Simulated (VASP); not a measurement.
# Sb (R-3m) in VASP: a series of runs

Runs on Sb. Level: r2SCAN. Tasks: single point.

Everything below comes from runs of VASP 6.6.1. Logs are shortened: lines on timing, memory, paths and dates and some standing lists are left out, and cuts for length are marked.

## 1. The cell of the first run

The structure is trigonal, space group R-3m (No. 166). The conventional cell has a = 4.341 Å, b = 4.341 Å, c = 11.613 Å, α = 90.00°, β = 90.00°, γ = 120.00°. Within 3.8 Å of Sb (site symmetry 3m) lie 6 Sb at 2.92 to 3.45 Å.

## 2. Single point, r2SCAN

POSCAR reads:

```
Sb
1.0
    2.1706020527      1.2531976795      3.8710910875
   -2.1706020527      1.2531976795      3.8710910875
    0.0000000000     -2.5063953589      3.8710910875
Sb
2
Direct
    0.2313018333      0.2313018333      0.2313018333
    0.7686981667      0.7686981667      0.7686981667
```

INCAR.step1 reads:

```
ALGO = Normal
EDIFF = 1E-4
ENCUT = 520
GGA = PE
ISMEAR = 1
LASPH = T
LCHARG = F
LREAL = F
LWAVE = T
NBANDS = 12
NELM = 80
PREC = Accurate
SIGMA = 0.03
```

INCAR.step2 reads:

```
ALGO = Normal
EDIFF = 1E-7
ENCUT = 520
ISIF = 2
ISMEAR = 1
ISTART = 1
LASPH = T
LCHARG = F
LMIXTAU = T
LREAL = F
LWAVE = F
METAGGA = R2SCAN
NBANDS = 12
NELM = 80
PREC = Accurate
SIGMA = 0.03
```

KPOINTS reads:

```
k-points
0
Gamma
  9 9 9
```

Potentials or basis: VASP PAW PBE potentials, release 64 (Sb).

On the command line:

```console
> cat potpaw_PBE.64/Sb/POTCAR > POTCAR
> cp INCAR.step1 INCAR
> mpirun -np 1 vasp_std > vasp.out
> cp INCAR.step2 INCAR
> mpirun -np 1 vasp_std > vasp.out
```

OUTCAR:

```text
EDIFF = 1E-7
   ENCUT = 520
   ISIF = 2
   ISMEAR = 1
   ISTART = 1
   LASPH = T
   LREAL = F
   METAGGA = R2SCAN
   NELM = 80
   PREC = Accurate

 ion  position               nearest neighbor table
   1  0.231  0.231  0.231-   2 2.92   2 2.92   2 2.92   2 3.45   2 3.45   2 3.45
   2  0.769  0.769  0.769-   1 2.92   1 2.92   1 2.92   1 3.45   1 3.45   1 3.45

  LATTYP: Found a trigonal (rhomboedric) cell.
 ALAT       =     4.6116552238
 COS(alpha) =     0.5569255040

  Lattice vectors:

 A1 = (   2.1706020527,   1.2531976795,   3.8710910875)
 A2 = (  -2.1706020527,   1.2531976795,   3.8710910875)
 A3 = (   0.0000000000,  -2.5063953589,   3.8710910875)

Analysis of symmetry for initial positions (statically):
=====================================================================
 Subroutine PRICEL returns:
 Original cell was already a primitive cell.

 Routine SETGRP: Setting up the symmetry group for a
 trigonal (rhombohedral) supercell.

 Subroutine GETGRP returns: Found 12 space group operations
 (whereof 12 operations were pure point group operations)
 out of a pool of 12 trial point group operations.

The static configuration has the point symmetry D_3d.

Analysis of symmetry for dynamics (positions and initial velocities):
=====================================================================
 Subroutine PRICEL returns:
 Original cell was already a primitive cell.

 Routine SETGRP: Setting up the symmetry group for a
 trigonal (rhombohedral) supercell.

 Subroutine GETGRP returns: Found 12 space group operations
 (whereof 12 operations were pure point group operations)
 out of a pool of 12 trial point group operations.

The dynamic configuration has the point symmetry D_3d.

 Subroutine INISYM returns: Found 12 space group operations
 (whereof 12 operations are pure point group operations),
 and found     1 'primitive' translations

----------------------------------------------------------------------------------------

                                     Primitive cell

  volume of cell :      63.1807

  direct lattice vectors                    reciprocal lattice vectors
     2.170602053  1.253197679  3.871091087     0.230350837  0.132993118  0.086108367
    -2.170602053  1.253197679  3.871091087    -0.230350837  0.132993118  0.086108367
     0.000000000 -2.506395359  3.871091087     0.000000000 -0.265986236  0.086108367

  length of vectors
     4.611655224  4.611655224  4.611655224     0.279577053  0.279577053  0.279577053

  position of ions in fractional coordinates (direct lattice)
     0.231301833  0.231301833  0.231301833
     0.768698167  0.768698167  0.768698167

  ion indices of the primitive-cell ions
   primitive index   ion index
                 1           1
                 2           2

----------------------------------------------------------------------------------------

 KPOINTS: k-points

Automatic generation of k-mesh.
 Grid dimensions read from file:
 generate k-points for:    9    9    9

 Generating k-lattice:

  Cartesian coordinates                     Fractional coordinates (reciprocal lattice)
     0.025594537  0.014777013  0.009567596     0.111111111  0.000000000  0.000000000
    -0.025594537  0.014777013  0.009567596     0.000000000  0.111111111  0.000000000
     0.000000000 -0.029554026  0.009567596     0.000000000  0.000000000  0.111111111

  Length of vectors
     0.031064117  0.031064117  0.031064117

  Shift w.r.t. Gamma in fractional coordinates (k-lattice)
     0.000000000  0.000000000  0.000000000

 Subroutine IBZKPT returns following result:
 ===========================================

 Found     85 irreducible k-points:

 Following reciprocal coordinates:
            Coordinates               Weight
  0.000000  0.000000  0.000000      1.000000
  0.111111  0.000000  0.000000      6.000000
  0.222222  0.000000  0.000000      6.000000
  0.333333  0.000000  0.000000      6.000000
  0.444444  0.000000  0.000000      6.000000
  0.111111  0.111111  0.000000      6.000000
[... 16 lines left out ...]
 -0.333333  0.333333  0.000000      6.000000
  0.444444  0.444444  0.000000      6.000000
 [... further k-points ...]
   k-points           NKPTS =     85   k-points in BZ     NKDIM =     85   number of bands    NBANDS=     12
   number of dos      NEDOS =    301   number of ions     NIONS =      2
   total plane-waves  NPLWV =  46656
   dimension x,y,z NGX =    36 NGY =   36 NGZ =   36
   dimension x,y,z NGXF=    72 NGYF=   72 NGZF=   72
   ions per type =               2
   NGX,Y,Z   is equivalent  to a cutoff of  12.98, 12.98, 12.98 a.u.
   NGXF,Y,Z  is equivalent  to a cutoff of  25.96, 25.96, 25.96 a.u.
 SYSTEM =  unknown system
   PREC   = accura    normal or accurate (medium, high low for compatibility)
   ISTART =      1    job   : 0-new  1-cont  2-samecut
   ICHARG =      0    charge: 1-file 2-atom 10-const
   ISPIN  =      1    spin polarized calculation?
   LNONCOLLINEAR =      F non collinear calculations
   LSORBIT =      F    spin-orbit coupling
   LASPH  =      T    aspherical Exc in radial PAW
   ENCUT  =  520.0 eV  38.22 Ry    6.18 a.u.   8.57  8.57  8.57*2*pi/ulx,y,z
   NELM   =     80;   NELMIN=  2; NELMDL=  0     # of ELM steps
   EDIFF  = 0.1E-06   stopping-criterion for ELM
   LREAL  =      F    real-space projection
   EDIFFG = 0.1E-05   stopping-criterion for IOM
   NSW    =      0    number of steps for IOM
   IBRION =     -1    ionic relax: 0-MD 1-quasi-New 2-CG
   NFREE  =      0    steps in history (QN), initial steepest desc. (CG)
   ISIF   =      2    stress and relaxation
   ISYM   =      2    0-nonsym 1-usesym 2-fastsym
   POTIM  = 0.5000    time-step for ionic-motion
   TEBEG  =    0.0;   TEEND  =   0.0 temperature during run
   PSTRESS=    0.0 pullay stress
   NELECT =      10.0000    total number of electrons
   NUPDOWN=      -1.0000    fix difference up-down
   EMIN   =  10.00;   EMAX   =-10.00  energy-range for DOS
   EFERMI =   0.00;   METHOD = LEGACY
   ISMEAR =     1;   SIGMA  =   0.03  broadening in eV -4-tet -1-fermi 0-gaus
   EFERMI_NEDOS =   21; number of points for ismear=-14 and -15
   IALGO  =     38    algorithm
   IMIX   =      4    mixing-type and parameters
     AMIX     =   0.40;   BMIX     =  1.00
     AMIX_MAG =   1.60;   BMIX_MAG =  1.00
  volume/ion in A,a.u.               =      31.59       213.18
  Fermi-wavevector in a.u.,A,eV,Ry     =   0.885551  1.673448 10.669686  0.784200
  Thomas-Fermi vector in A             =   2.006599
   LORBIT       =      0    0 simple, 1 ext, 2 COOP (PROOUT), +10 PAW based schemes
   METAGGA = R2SCAN    functional components
   LHFCALC =     F    Hartree Fock is set to
   AEXX    =    0.0000 exact exchange contribution
   IVDW    =     0    specifies the selected vdW correction
   LEPSILON=     F    determine dielectric tensor
   LRPA    =     F    only Hartree local field effects (RPA)
 non-spin polarized calculation
 Methfessel and Paxton  Order N= 1 SIGMA  =   0.03
  energy-cutoff  :      520.00
  volume of cell :       63.18
 maximum number of plane-waves:      1715
   NGX = 17   NGY = 17   NGZ = 17

 number of electron      10.0000000 magnetization

 Free energy of the ion-electron system (eV)
  ---------------------------------------------------
  ext. energy  EPLUGINS =         0.00000000
  ---------------------------------------------------
  free energy    TOTEN  =       -51.39829870 eV

  energy without entropy =      -51.39831302  energy(sigma->0) =      -51.39830347

 E-fermi :   6.7766     XC(G=0):  -9.7779

 val. band max:        6.6709873780   @ k =   0.3333   0.2222   0.2222
 cond. band min:       6.8018078016   @ k =   0.4444   0.0000   0.0000
 fundamental gap:      0.1308204236
 Fermi energy:         6.7765508113

 k-point     1 :       0.0000    0.0000    0.0000
  band No.  band energies     occupation
      1      -6.3497      2.00000
      2       1.6555      2.00000
      3       4.4799      2.00000
      4       4.7955      2.00000
      5       4.7955      2.00000
      6       8.6150      0.00000
      7       9.3503      0.00000
      8       9.3503      0.00000
      9      12.2973      0.00000
     10      12.2973      0.00000
     11      12.5207      0.00000
     12      13.8829      0.00000

 k-point     2 :       0.1111    0.0000    0.0000
  band No.  band energies     occupation
      1      -6.2112      2.00000
      2       1.0790      2.00000
      3       4.5211      2.00000
      4       4.7462      2.00000
      5       4.9748      2.00000
      6       8.6291      0.00000
      7       9.0417      0.00000
      8       9.0962      0.00000
      9      11.7422      0.00000
     10      12.1960      0.00000
     11      12.3026      0.00000
     12      14.7223      0.00000

 k-point     3 :       0.2222    0.0000    0.0000
  band No.  band energies     occupation
      1      -5.7991      2.00000
      2      -0.1649      2.00000
      3       4.4912      2.00000
      4       4.6382      2.00000
      5       5.3978      2.00000
      6       8.1490      0.00000
      7       8.4245      0.00000
      8       8.4803      0.00000
      9      11.8185      0.00000
     10      12.3496      0.00000
     11      12.8902      0.00000
     12      16.4235      0.00000
[... 286 lines left out ...]
 k-point    23 :      -0.3333    0.3333    0.0000
  band No.  band energies     occupation
      1      -3.2649      2.00000
      2      -3.1152      2.00000
      3       1.5995      2.00000
      4       3.8174      2.00000
      5       4.0476      2.00000
      6       8.9436      0.00000
      7       9.2072      0.00000
      8      12.0872      0.00000
      9      12.2582      0.00000
     10      13.5127      0.00000
     11      14.9912      0.00000
     12      17.2134      0.00000

 k-point    24 :       0.4444    0.4444    0.0000
  band No.  band energies     occupation
      1      -4.1499      2.00000
      2      -1.5414      2.00000
      3       1.4863      2.00000
      4       2.9739      2.00000
      5       3.0235      2.00000
      6       8.4617      0.00000
      7      11.5320      0.00000
      8      12.4022      0.00000
      9      13.1174      0.00000
     10      15.5216      0.00000
     11      16.7563      0.00000
     12      17.6523      0.00000

 [... further k-points ...]

------------------------ aborting loop because EDIFF is reached ----------------------------------------

  FORCE on cell =-STRESS in cart. coord.  units (eV):
  Direction    XX          YY          ZZ          XY          YZ          ZX
  --------------------------------------------------------------------------------------
  -------------------------------------------------------------------------------------
  Total        0.0761453      0.0761453      0.0179480      0.0000000      0.0000000      0.0000000
  in kB        1.9309417      1.9309417      0.4551371      0.0000000      0.0000000      0.0000000
  external PRESSURE =       1.4390068 kB  Pullay stress =       0.0000000 kB

 VOLUME and BASIS-vectors are now :
 -----------------------------------------------------------------------------
  energy-cutoff  :      520.00
  volume of cell :       63.18
      direct lattice vectors                 reciprocal lattice vectors
     2.170602053  1.253197679  3.871091087     0.230350837  0.132993118  0.086108367
    -2.170602053  1.253197679  3.871091087    -0.230350837  0.132993118  0.086108367
     0.000000000 -2.506395359  3.871091087     0.000000000 -0.265986236  0.086108367

 POSITION                                       TOTAL-FORCE (eV/Angst)
 -----------------------------------------------------------------------------------
      0.00000      0.00000      2.68617         0.000000      0.000000      0.048037
      0.00000      0.00000      8.92710         0.000000     -0.000000     -0.048037
 -----------------------------------------------------------------------------------
    total drift:                                0.000000     -0.000000      0.000000

  FREE ENERGIE OF THE ION-ELECTRON SYSTEM (eV)
  ---------------------------------------------------
  free  energy   TOTEN  =       -51.3982986971 eV

  energy  without entropy=      -51.3983130214  energy(sigma->0) =      -51.39830347
```

It took 1.7 min on 1 thread of Intel Xeon 6975P-C (Granite Rapids), shared host; peak memory 0.24 GiB.

Results:

- Free energy: -51.3983 eV
- Pressure: 0.1 GPa
- Largest force: 0.048 eV/Å
- Band gap on the k mesh: 0.13 eV, indirect (least direct gap 0.58 eV)

Forces on the atoms (eV/Å):
```
Sb   0.000  0.000  0.048
Sb   0.000  0.000 -0.048
```

Caveat: the PAW data sets were made with another functional, which shifts forces and pressure a little; spin-orbit coupling is left out, which moves the levels of the heavy elements. A k mesh can miss the band edges.

## 3. Single point, r2SCAN

POSCAR is that of step 2.

INCAR.step1 reads:

```
PREC     = Accurate       # precision mode
ENCUT    = 520            # plane-wave cutoff, eV
ISMEAR   = 1              # smearing method
SIGMA    = 0.1            # smearing width, eV
LREAL    = F              # projectors in reciprocal space
LASPH    = T              # aspherical terms in the spheres
NELM     = 80             # most SCF steps
NBANDS   = 12             # bands
GGA      = PE             # functional
ALGO     = Normal         # electronic algorithm
EDIFF    = 1E-4           # SCF threshold, eV
LWAVE    = T              # write WAVECAR
LCHARG   = F              # write CHGCAR
```

INCAR.step2 reads:

```
PREC     = Accurate       # precision mode
ENCUT    = 520            # plane-wave cutoff, eV
EDIFF    = 1E-6           # SCF threshold, eV
ISMEAR   = 1              # smearing method
SIGMA    = 0.1            # smearing width, eV
LREAL    = F              # projectors in reciprocal space
LASPH    = T              # aspherical terms in the spheres
NELM     = 80             # most SCF steps
ALGO     = Normal         # electronic algorithm
ISIF     = 2              # what is computed and relaxed
LWAVE    = F              # write WAVECAR
LCHARG   = T              # write CHGCAR
METAGGA  = R2SCAN         # meta-GGA
LMIXTAU  = T            
LELF     = T              # ELF
LVHAR    = T            
NBANDS   = 12             # bands
ISTART   = 1
```

KPOINTS reads:

```
Automatic mesh
0
Gamma
  9 9 9
```

Potentials or basis: VASP PAW PBE potentials, release 64 (Sb).

On the command line:

```console
> cat potpaw_PBE.64/Sb/POTCAR > POTCAR
> cp INCAR.step1 INCAR
> mpirun -np 1 vasp_std > vasp.out
> cp INCAR.step2 INCAR
> mpirun -np 1 vasp_std > vasp.out
```

Run time: 92 s. Hardware: 1 thread of Intel Xeon 6975P-C (Granite Rapids), shared host; peak memory 0.24 GiB.

Results (log left out):

```
Free energy            : -51.3982 eV
Pressure               : 0.1 GPa
Largest force          : 0.048 eV/Å
Band gap on the k mesh : 0.13 eV, indirect (least direct gap 0.58 eV)
```

Forces in eV/Å, atoms in the order of the input:
```
Sb   0.000  0.000  0.048
Sb   0.000  0.000 -0.048
```

Stress tensor (GPa, compression positive):
```
0.18 0.00 0.00
0.00 0.18 0.00
0.00 0.00 0.04
```

Levels at points of the mesh, in eV from the valence-band top:
```csv
k point,band 3,band 4,band 5,band 6,band 7,band 8
"(0.00, 0.00, 0.00)",-2.19,-1.88,-1.88,1.94,2.68,2.68
```

Caveat: the PAW data sets were made with another functional, which shifts forces and pressure a little; spin-orbit coupling is left out, which moves the levels of the heavy elements. A k mesh can miss the band edges.

## 4. Single point, r2SCAN

POSCAR is that of step 3.

INCAR.step1 reads:

```
ALGO = Normal ; EDIFF = 1E-4
ENCUT = 520 ; GGA = PE
ISMEAR = 1 ; LASPH = T
LCHARG = F ; LREAL = F
LWAVE = T ; NBANDS = 12
NELM = 100 ; PREC = Accurate
SIGMA = 0.2
```

INCAR.step2 reads:

```
ALGO = Normal ; EDIFF = 1E-6
ENCUT = 520 ; ISIF = 2
ISMEAR = 1 ; ISTART = 1
LASPH = T ; LCHARG = F
LMIXTAU = T ; LREAL = F
LWAVE = F ; METAGGA = R2SCAN
NBANDS = 12 ; NELM = 100
PREC = Accurate ; SIGMA = 0.2
```

KPOINTS reads:

```
k-points
0
Gamma
  9 9 9
```

On the command line:

```console
> cat potpaw_PBE.64/Sb/POTCAR > POTCAR
> cp INCAR.step1 INCAR
> mpirun -np 1 vasp_std > vasp.out
> cp INCAR.step2 INCAR
> mpirun -np 1 vasp_std > vasp.out
```

Wall time 90 s (1 thread of Intel Xeon 6975P-C (Granite Rapids), shared host); peak memory 0.24 GiB.

Results (log left out):

- Free energy: -51.3982 eV
- Pressure: 0.1 GPa
- Largest force: 0.046 eV/Å
- Band gap on the k mesh: 0.13 eV, indirect (least direct gap 0.58 eV)

Forces on the atoms (eV/Å):
```
Sb   0.000  0.000  0.046
Sb   0.000  0.000 -0.046
```

Stress tensor (GPa, compression positive):
```
0.17 0.00 0.00
0.00 0.17 0.00
0.00 0.00 0.05
```

Levels at points of the mesh, in eV from the valence-band top:
```csv
k point,band 1,band 2,band 3,band 4,band 5,band 6,band 7,band 8,band 9,band 10
"(0.00, 0.00, 0.00)",-13.02,-5.02,-2.19,-1.88,-1.88,1.94,2.68,2.68,5.63,5.63
```

Caveat: the PAW data sets were made with another functional, which shifts forces and pressure a little; spin-orbit coupling is left out, which moves the levels of the heavy elements.

## 5. Single point, r2SCAN

POSCAR is that of step 4.

INCAR.step1 reads:

```
PREC = Accurate
ENCUT = 520
ISMEAR = 1
SIGMA = 0.3
LREAL = F
LASPH = T
NELM = 60
NBANDS = 12
GGA = PE
ALGO = Normal
EDIFF = 1E-4
LWAVE = T
LCHARG = F
```

INCAR.step2 reads:

```
PREC = Accurate
ENCUT = 520
EDIFF = 1E-6
ISMEAR = 1
SIGMA = 0.3
LREAL = F
LASPH = T
NELM = 60
ALGO = Normal
ISIF = 2
LWAVE = F
LCHARG = T
METAGGA = R2SCAN
LMIXTAU = T
LELF = T
LVHAR = T
NBANDS = 12
ISTART = 1
```

KPOINTS reads:

```
Automatic mesh
0
Gamma
  9 9 9
```

On the command line:

```console
> cat potpaw_PBE.64/Sb/POTCAR > POTCAR
> cp INCAR.step1 INCAR
> mpirun -np 1 vasp_std > vasp.out
> cp INCAR.step2 INCAR
> mpirun -np 1 vasp_std > vasp.out
```

Run time: 92 s. Hardware: 1 thread of Intel Xeon 6975P-C (Granite Rapids), shared host; peak memory 0.24 GiB.

It converged, with:

```yaml
Free_energy: -51.3971 eV
Pressure: 0.1 GPa
Largest_force: 0.033 eV/Å
```

Forces on the atoms (eV/Å):
```
Sb   0.000  0.000  0.033
Sb   0.000  0.000 -0.033
```

Stress tensor (GPa, compression positive):
```
0.18 0.00 0.00
0.00 0.18 0.00
0.00 0.00 0.06
```

Levels at points of the mesh, in eV from the Fermi level:
| k point | band 1 | band 2 | band 3 | band 4 | band 5 | band 6 | band 7 | band 8 | band 9 | band 10 |
| --- | --- | --- | --- | --- | --- | --- | --- | --- | --- | --- |
| (0.00, 0.00, 0.00) | -13.17 | -5.17 | -2.34 | -2.03 | -2.03 | 1.79 | 2.53 | 2.53 | 5.47 | 5.47 |

Caveat: the PAW data sets were made with another functional, which shifts forces and pressure a little; spin-orbit coupling is left out, which moves the levels of the heavy elements.

## 6. Overview

```csv
smearing,gap on the mesh (eV),pressure (GPa),largest force (eV/Å)
methfessel-paxton 0.03 eV,0.13,0.1,0.05
methfessel-paxton 0.1 eV,0.13,0.1,0.05
methfessel-paxton 0.2 eV,0.13,0.1,0.05
methfessel-paxton 0.3 eV,-,0.1,0.03
```

Alike in all rows: task single point; level r2SCAN; potentials or basis VASP PAW PBE potentials, release 64 (Sb); no spin polarisation; cell as given; k mesh 9 × 9 × 9; cutoff (eV) 520.

On the cell as given the gap runs from 0.13 eV (r2SCAN) to 0.13 eV (r2SCAN).

Caveats: the PAW data sets were made with another functional, which shifts forces and pressure a little; spin-orbit coupling is left out, which moves the levels of the heavy elements.

Absolute energies hang on the potentials; compare differences alone.
